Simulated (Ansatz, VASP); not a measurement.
**Two plane-wave programs on Cd2Se**

```xyz
3
Lattice="0.0000 3.4586 3.4586 3.4586 0.0000 3.4586 3.4586 3.4586 0.0000" Properties=species:S:1:pos:R:3 pbc="T T T"
Cd    1.7293    1.7293    1.7293
Cd    5.1879    5.1879    5.1879
Se    3.4586    3.4586    3.4586
```

Alike in both runs: functional PBE; k mesh 12 × 12 × 12; occupations gaussian, width 0.1 eV; no spin polarisation.

Ansatz relaxed the structure, and its values are those at the end. VASP's run is a single point on that final structure, the one shown.

```csv
,VASP,Ansatz
version,VASP 6.6.1,Ansatz 0.2.0
potentials or method,"VASP PAW PBE potentials, release 64 (Cd, Se), cutoff 520 eV","scalar-relativistic, plane waves, PAW"
valence electrons in the cell,30,56
```

```csv
,VASP,Ansatz,Ansatz less VASP
gap on the k mesh at the Fermi level (eV),none,none,-
pressure (GPa),0.2,0.0,-0.18
```

A gap of «none» marks a metal or a gap that the smearing closes. With one functional, cell and mesh, what is left measures potentials, basis and numerics. VASP's potentials hold 30 valence electrons a cell and Ansatz's 56, so a difference there can come from the potentials and not from the codes.
